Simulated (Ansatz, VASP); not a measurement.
## InSb in VASP and in Ansatz

```
CELL_PARAMETERS angstrom
0.00000 3.26055 3.26055
3.26055 0.00000 3.26055
3.26055 3.26055 0.00000
ATOMIC_POSITIONS crystal
In 0.00000 0.00000 0.00000
Sb 0.75000 0.75000 0.75000
```

Change from the starting cell: volume scaled by 1.02.

Alike in both runs: task single point; functional PBE; k mesh 10 × 10 × 10; occupations fermi-dirac, width 0.03 eV; no spin polarisation.

```csv
,VASP,Ansatz
version,VASP 6.6.1,Ansatz 0.2.0
potentials or method,"VASP PAW PBE potentials, release 64 (In_d, Sb), cutoff 520 eV","all-electron LAPW, scalar-relativistic"
```

Ansatz gave:

- pressure (GPa): 2.2

Estimate VASP's values.

pressure (GPa): 2.1.

Ansatz ran all-electron here, and VASP with PAW potentials.

Neither program's run includes spin-orbit coupling.
